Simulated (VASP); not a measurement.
The system is GaN.

```
Ga N
1.0
     3.22185    0.00000    0.00000
    -1.61092    2.79020    0.00000
     0.00000    0.00000    5.23398
Ga N
2 2
Direct
  0.66667 0.33333 0.50000
  0.33333 0.66667 0.00000
  0.66667 0.33333 0.87500
  0.33333 0.66667 0.37500
```

Base run:

- Program: VASP 6.6.1
- Functional: r2SCAN
- Dispersion: D3(BJ)
- Potentials or basis: VASP PAW PBE potentials, release 64 (Ga_d, N)
- Cutoff: 520 eV
- k mesh: 10 × 10 × 5
- Occupations: fermi-dirac, width 0.05 eV
- Spin: no spin polarisation

Its results: band gap on the k mesh 2.10 eV, direct; pressure -6.8 GPa; largest force 0.124 eV/Å.

Question: The run is repeated on the same cell with these changes: functional from r2SCAN to revPBE. What comes out?

Answer: Band gap on the k mesh 1.75 eV, direct; pressure -4.2 GPa; largest force 0.122 eV/Å.

r2SCAN gives the wider gap, since meta-GGAs in the generalised Kohn-Sham scheme recover part of the derivative discontinuity.

Caveats: the PAW data sets were made with another functional, which shifts forces and pressure a little.

